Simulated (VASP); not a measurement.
Here is a VASP 6.6.1 calculation.

The input POSCAR:

```
SnSe
1.0
    4.2193394297      0.0000000000      0.0000000000
    0.0000000000      4.2193394297      0.0000000000
    0.0000000000      0.0000000000      5.9930256300
Sn Se
2 2
Direct
    0.5000000000      0.0000000000      0.2500916060
    0.0000000000      0.5000000000      0.7499083940
    0.5000000000      0.0000000000      0.7498972714
    0.0000000000      0.5000000000      0.2501027286
```

INCAR.step1

```
SYSTEM = SnSe
  PREC = Accurate
  ENCUT = 520
  EDIFF = 1E-5
  ISMEAR = 0
  SIGMA = 0.01
  LREAL = .False.
  LASPH = .True.
  NELM = 80
  ALGO = Normal
  ISIF = 2
  LWAVE = .True.
  LCHARG = .False.
  NBANDS = 28
  GGA = PE
```

INCAR.step2

```
SYSTEM = SnSe
  PREC = Accurate
  ENCUT = 520
  EDIFF = 1E-6
  ISMEAR = 0
  SIGMA = 0.01
  LREAL = .False.
  LASPH = .True.
  NELM = 80
  ALGO = Normal
  ISIF = 2
  LWAVE = .False.
  LCHARG = .False.
  GGA = PE
  LHFCALC = .True.
  HFSCREEN = 0.2079
  PRECFOCK = Normal
  NBANDS = 28
  ISTART = 1
```

File KPOINTS:

```
regular mesh
0
Gamma
  4 4 2
  0 0 0
```

Potentials or basis: VASP PAW PBE potentials, release 64 (Sn_d, Se).

Run with:

```console
$ cat potpaw_PBE.64/Sn_d/POTCAR potpaw_PBE.64/Se/POTCAR > POTCAR
$ cp INCAR.step1 INCAR
$ mpirun -np 1 vasp_std > vasp.out
$ cp INCAR.step2 INCAR
$ mpirun -np 1 vasp_std > vasp.out
```

(1) Predict the pressure.

(2) What does it give for the band gap on the k mesh?

Answers

(1) 0.3 GPa.

(2) 0.55 eV.

Caveat: the k points lie up to 0.52 Å⁻¹ apart; the PAW data sets were made with another functional, which shifts forces and pressure a little; spin-orbit coupling is left out, which moves the levels of the heavy elements.
